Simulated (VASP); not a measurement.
# Sb2Pt (Pa-3) in VASP: a series of runs, part 2 of 2

VASP 6.6.1.

### Step 3. Electric field gradients, r2SCAN

POSCAR reads:

```
Sb2Pt
1.0
    6.4400000000      0.0000000000      0.0000000000
    0.0000000000      6.4400000000      0.0000000000
    0.0000000000      0.0000000000      6.4400000000
Sb Pt
8 4
Direct
    0.3744672110      0.3744672110      0.3744672110
    0.1255327890      0.6255327890      0.8744672110
    0.8744672110      0.1255327890      0.6255327890
    0.6255327890      0.8744672110      0.1255327890
    0.6255327890      0.6255327890      0.6255327890
    0.8744672110      0.3744672110      0.1255327890
    0.1255327890      0.8744672110      0.3744672110
    0.3744672110      0.1255327890      0.8744672110
    0.0000000000      0.0000000000      0.0000000000
    0.5000000000      0.0000000000      0.5000000000
    0.5000000000      0.5000000000      0.0000000000
    0.0000000000      0.5000000000      0.5000000000
```

INCAR.step1 reads:

```
SYSTEM = Sb2Pt
  PREC = Accurate
  ENCUT = 520
  ISMEAR = -1
  SIGMA = 0.05
  LREAL = .False.
  LASPH = .True.
  NELM = 80
  NBANDS = 52
  GGA = PE
  ALGO = Normal
  EDIFF = 1E-4
  LWAVE = .True.
  LCHARG = .False.
```

INCAR.step2 reads:

```
SYSTEM = Sb2Pt
  PREC = Accurate
  ENCUT = 520
  EDIFF = 1E-8
  ISMEAR = -1
  SIGMA = 0.05
  LREAL = .False.
  LASPH = .True.
  NELM = 80
  ALGO = Normal
  ISIF = 2
  LWAVE = .False.
  LCHARG = .False.
  METAGGA = R2SCAN
  LMIXTAU = .True.
  LEFG = .True.
  NBANDS = 52
  ISTART = 1
```

KPOINTS reads:

```
regular mesh
0
Gamma
  5 5 5
  0 0 0
```

Potentials or basis: VASP PAW PBE potentials, release 64 (Sb, Pt).

Command:

```
cat potpaw_PBE.64/Sb/POTCAR potpaw_PBE.64/Pt/POTCAR > POTCAR
cp INCAR.step1 INCAR
mpirun -np 1 vasp_std > vasp.out
cp INCAR.step2 INCAR
mpirun -np 1 vasp_std > vasp.out
```

OUTCAR:

```text
SYSTEM = Sb2Pt
   PREC = Accurate
   ENCUT = 520
   EDIFF = 1E-8
   ISMEAR = -1
   LREAL = .False.
   LASPH = .True.
   NELM = 80
   ISIF = 2
   METAGGA = R2SCAN
   ISTART = 1

 ion  position               nearest neighbor table
   1  0.374  0.374  0.374-  10 2.67  11 2.67  12 2.67   5 2.80   6 3.60   7 3.60   8 3.60   8 3.60
                             7 3.60   6 3.60
   2  0.126  0.626  0.874-   9 2.67  11 2.67  12 2.67   6 2.80   5 3.60   7 3.60   8 3.60   7 3.60
                             8 3.60   5 3.60
   3  0.874  0.126  0.626-   9 2.67  10 2.67  12 2.67   7 2.80   6 3.60   5 3.60   8 3.60   6 3.60
                             5 3.60   8 3.60
   4  0.626  0.874  0.126-   9 2.67  10 2.67  11 2.67   8 2.80   6 3.60   7 3.60   5 3.60   5 3.60
                             6 3.60   7 3.60
   5  0.626  0.626  0.626-  10 2.67  11 2.67  12 2.67   1 2.80   2 3.60   3 3.60   4 3.60   4 3.60
                             3 3.60   2 3.60
   6  0.874  0.374  0.126-   9 2.67  11 2.67  12 2.67   2 2.80   1 3.60   3 3.60   4 3.60   3 3.60
                             4 3.60   1 3.60
   7  0.126  0.874  0.374-   9 2.67  10 2.67  12 2.67   3 2.80   2 3.60   1 3.60   4 3.60   2 3.60
                             1 3.60   4 3.60
   8  0.374  0.126  0.874-   9 2.67  10 2.67  11 2.67   4 2.80   2 3.60   3 3.60   1 3.60   1 3.60
                             2 3.60   3 3.60
   9  0.000  0.000  0.000-   2 2.67   3 2.67   4 2.67   6 2.67   7 2.67   8 2.67
  10  0.500  0.000  0.500-   1 2.67   3 2.67   4 2.67   5 2.67   7 2.67   8 2.67
  11  0.500  0.500  0.000-   1 2.67   2 2.67   4 2.67   5 2.67   6 2.67   8 2.67
  12  0.000  0.500  0.500-   1 2.67   2 2.67   3 2.67   5 2.67   6 2.67   7 2.67

  LATTYP: Found a simple cubic cell.
 ALAT       =     6.4400000000

  Lattice vectors:

 A1 = (   6.4400000000,   0.0000000000,   0.0000000000)
 A2 = (   0.0000000000,   6.4400000000,   0.0000000000)
 A3 = (   0.0000000000,   0.0000000000,   6.4400000000)

Analysis of symmetry for initial positions (statically):
=====================================================================
 Subroutine PRICEL returns:
 Original cell was already a primitive cell.

 Routine SETGRP: Setting up the symmetry group for a
 simple cubic supercell.

 Subroutine GETGRP returns: Found 24 space group operations
 (whereof  6 operations were pure point group operations)
 out of a pool of 48 trial point group operations.

The static configuration has the point symmetry S_6 .
 The point group associated with its full space group is T_h .

Analysis of symmetry for dynamics (positions and initial velocities):
=====================================================================
 Subroutine PRICEL returns:
 Original cell was already a primitive cell.

 Routine SETGRP: Setting up the symmetry group for a
 simple cubic supercell.

 Subroutine GETGRP returns: Found 24 space group operations
 (whereof  6 operations were pure point group operations)
 out of a pool of 48 trial point group operations.

The dynamic configuration has the point symmetry S_6 .
 The point group associated with its full space group is T_h .

 Subroutine INISYM returns: Found 24 space group operations
 (whereof  6 operations are pure point group operations),
 and found     1 'primitive' translations

[... 756 lines left out ...]
     51      12.5382      0.00000
     52      12.5647      0.00000

------------------------ aborting loop because EDIFF is reached ----------------------------------------

  FORCE on cell =-STRESS in cart. coord.  units (eV):
  Direction    XX          YY          ZZ          XY          YZ          ZX
  --------------------------------------------------------------------------------------
  -------------------------------------------------------------------------------------
  Total        5.9390351      5.9390351      5.9390351      0.0000000      0.0000000     -0.0000000
  in kB       35.6261483     35.6261483     35.6261483      0.0000000      0.0000000     -0.0000000
  external PRESSURE =      35.6261483 kB  Pullay stress =       0.0000000 kB

 VOLUME and BASIS-vectors are now :
 -----------------------------------------------------------------------------
  energy-cutoff  :      520.00
  volume of cell :      267.09
      direct lattice vectors                 reciprocal lattice vectors
     6.440000000  0.000000000  0.000000000     0.155279503  0.000000000  0.000000000
     0.000000000  6.440000000  0.000000000     0.000000000  0.155279503  0.000000000
     0.000000000  0.000000000  6.440000000     0.000000000  0.000000000  0.155279503

 POSITION                                       TOTAL-FORCE (eV/Angst)
 -----------------------------------------------------------------------------------
      2.41157      2.41157      2.41157         0.058305      0.058305      0.058305
      0.80843      4.02843      5.63157        -0.058305     -0.058305      0.058305
      5.63157      0.80843      4.02843         0.058305     -0.058305     -0.058305
      4.02843      5.63157      0.80843        -0.058305      0.058305     -0.058305
      4.02843      4.02843      4.02843        -0.058305     -0.058305     -0.058305
      5.63157      2.41157      0.80843         0.058305      0.058305     -0.058305
      0.80843      5.63157      2.41157        -0.058305      0.058305      0.058305
      2.41157      0.80843      5.63157         0.058305     -0.058305      0.058305
      0.00000      0.00000      0.00000        -0.000000      0.000000      0.000000
      3.22000      0.00000      3.22000        -0.000000      0.000000      0.000000
      3.22000      3.22000      0.00000        -0.000000      0.000000      0.000000
      0.00000      3.22000      3.22000        -0.000000      0.000000      0.000000
 -----------------------------------------------------------------------------------
    total drift:                               -0.000000      0.000000     -0.000000

  FREE ENERGIE OF THE ION-ELECTRON SYSTEM (eV)
  ---------------------------------------------------
  free  energy   TOTEN  =      -418.0023110181 eV

  energy  without entropy=     -417.9953664698  energy(sigma->0) =     -417.99883874

 Electric field gradients (V/A^2)
---------------------------------------------------------------------
 ion       V_xx      V_yy      V_zz      V_xy      V_xz      V_yz
---------------------------------------------------------------------
   1      -0.000     0.000    -0.000    30.359    30.359    30.359
   2      -0.000     0.000    -0.000    30.359   -30.359   -30.359
   3      -0.000     0.000    -0.000   -30.359   -30.359    30.359
   4      -0.000    -0.000    -0.000   -30.359    30.359   -30.359
   5      -0.000     0.000    -0.000    30.359    30.359    30.359
   6      -0.000     0.000    -0.000    30.359   -30.359   -30.359
   7      -0.000     0.000    -0.000   -30.359   -30.359    30.359
   8      -0.000     0.000    -0.000   -30.359    30.359   -30.359
   9      -0.000    -0.000     0.000   -14.191   -14.191   -14.191
  10      -0.000    -0.000     0.000   -14.191    14.191    14.191
  11      -0.000    -0.000     0.000    14.191    14.191   -14.191
  12      -0.000    -0.000     0.000    14.191   -14.191    14.191
---------------------------------------------------------------------

 Electric field gradients after diagonalization (V/A^2)
 (convention: |V_zz| > |V_xx| > |V_yy|)
----------------------------------------------------------------------
 ion       V_xx      V_yy      V_zz     asymmetry (V_yy - V_xx)/ V_zz
----------------------------------------------------------------------
   1     -30.359   -30.359    60.719       0.000
   2     -30.359   -30.359    60.719       0.000
   3     -30.359   -30.359    60.719       0.000
   4     -30.359   -30.359    60.719       0.000
   5     -30.359   -30.359    60.719       0.000
   6     -30.359   -30.359    60.719       0.000
   7     -30.359   -30.359    60.719       0.000
   8     -30.359   -30.359    60.719       0.000
   9      14.191    14.191   -28.381       0.000
  10      14.191    14.191   -28.381       0.000
  11      14.191    14.191   -28.381       0.000
  12      14.191    14.191   -28.381       0.000
----------------------------------------------------------------------

           NMR quadrupolar parameters

 Cq : quadrupolar parameter    Cq=e*Q*V_zz/h
 eta: asymmetry parameters     (V_yy - V_xx)/ V_zz
 Q  : nuclear electric quadrupole moment in mb (millibarn)
----------------------------------------------------------------------
 ion       Cq(MHz)       eta       Q (mb)
----------------------------------------------------------------------
   1       0.147       0.000       1.000
   2       0.147       0.000       1.000
   3       0.147       0.000       1.000
   4       0.147       0.000       1.000
   5       0.147       0.000       1.000
   6       0.147       0.000       1.000
   7       0.147       0.000       1.000
   8       0.147       0.000       1.000
   9      -0.069       0.000       1.000
  10      -0.069       0.000       1.000
  11      -0.069       0.000       1.000
  12      -0.069       0.000       1.000
----------------------------------------------------------------------
```

It took 14 min on 1 thread of Oxide Virtual Turin-like, shared host; peak memory 0.4 GiB.

What came out:

```
Free energy   : -418.0023 eV
Pressure      : 3.6 GPa
Largest force : 0.101 eV/Å
```

Forces on the atoms (eV/Å):
```
Sb   0.058  0.058  0.058
Sb  -0.058 -0.058  0.058
Sb   0.058 -0.058 -0.058
Sb  -0.058  0.058 -0.058
Sb  -0.058 -0.058 -0.058
Sb   0.058  0.058 -0.058
Sb  -0.058  0.058  0.058
Sb   0.058 -0.058  0.058
Pt   0.000  0.000  0.000
Pt   0.000  0.000  0.000
Pt   0.000  0.000  0.000
Pt   0.000  0.000  0.000
```

Levels at points of the mesh, in eV from the Fermi level:
```csv
k point,band 36,band 37,band 38,band 39,band 40,band 41,band 42,band 43,band 44,band 45
"(0.00, 0.00, 0.00)",-2.56,-1.98,-0.61,-0.61,-0.61,-0.01,-0.01,-0.01,0.95,3.44
```

Electric field gradients, principal values (V/Å²):
```tsv
atom	least	middle	greatest (by size)
1 Sb	-30.359	-30.359	60.719
2 Sb	-30.359	-30.359	60.719
3 Sb	-30.359	-30.359	60.719
4 Sb	-30.359	-30.359	60.719
5 Sb	-30.359	-30.359	60.719
6 Sb	-30.359	-30.359	60.719
7 Sb	-30.359	-30.359	60.719
8 Sb	-30.359	-30.359	60.719
9 Pt	14.191	14.191	-28.381
10 Pt	14.191	14.191	-28.381
11 Pt	14.191	14.191	-28.381
12 Pt	14.191	14.191	-28.381
```

Caveat: without QUAD_EFG the Cq values of the log hold for a quadrupole moment of 1 mb, not for the nuclei; the PAW data sets were made with another functional, which shifts forces and pressure a little; spin-orbit coupling is left out, which moves the levels of the heavy elements.
